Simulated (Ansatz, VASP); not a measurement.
One calculation of Sr, two programs

```
Sr
1.0
    -2.37523    2.37523    2.37523
     2.37523   -2.37523    2.37523
     2.37523    2.37523   -2.37523
Sr
1
Direct
  0.00000 0.00000 0.00000
```

Alike in both runs: functional PBE; k mesh 12 × 12 × 12; occupations gaussian, width 0.1 eV; no spin polarisation.

Ansatz relaxed the structure, and its values are those at the end. VASP's run is a single point on that final structure, the one shown.

|  | VASP | Ansatz |
| --- | --- | --- |
| version | VASP 6.6.1 | Ansatz 0.2.0 |
| potentials or method | VASP PAW PBE potentials, release 64 (Sr_sv), cutoff 520 eV | scalar-relativistic, plane waves, PAW |
| valence electrons in the cell | 10 | 10 |

VASP gave:

| Property | Result |
| --- | --- |
| gap on the k mesh at the Fermi level (eV) | none |
| pressure (GPa) | 0.1 |

What did Ansatz give for the same quantities?

gap on the k mesh at the Fermi level (eV): none; pressure (GPa): 0.0.

A gap of «none» marks a metal or a gap that the smearing closes. With one functional, cell and mesh, what is left measures potentials, basis and numerics.
